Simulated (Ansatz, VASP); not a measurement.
## Two plane-wave programs on HfO2

```
Hf O
1.0
     3.10780    0.00000    0.00000
    -1.55390    2.69144    0.00000
     0.00000    0.00000    4.97335
Hf O
1 2
Direct
  0.00000 0.00000 0.00000
  0.66667 0.33333 0.74761
  0.33333 0.66667 0.25239
```

Alike in both runs: task single point; functional PBE; dispersion D3(BJ); k mesh 6 × 6 × 4; occupations gaussian, width 0.1 eV; no spin polarisation.

|  | VASP | Ansatz |
| --- | --- | --- |
| version | VASP 6.6.1 | Ansatz 0.2.0 |
| potentials or method | VASP PAW PBE potentials, release 64 (Hf_pv, O), cutoff 520 eV | scalar-relativistic, plane waves, PAW |
| valence electrons in the cell | 22 | 38 |

|  | VASP | Ansatz | Ansatz less VASP |
| --- | --- | --- | --- |
| gap on the k mesh at the Fermi level (eV) | 2.95 | 2.92 | -0.031 |
| least direct gap on the mesh (eV) | 3.31 | 3.30 | -0.007 |
| pressure (GPa) | -12.4 | -10.4 | +2.01 |
| traceless stress, the component that is largest in VASP (GPa) | -24.57 | -24.63 | -0.068 |
| rms of the force components (eV/Å) | 1.846 | 1.760 | -0.0862 |

Atom by atom the forces differ by 0.086 eV/Å (rms over components). VASP's potentials hold 22 valence electrons a cell and Ansatz's 38, so a difference there can come from the potentials and not from the codes.

Neither program's run includes spin-orbit coupling.
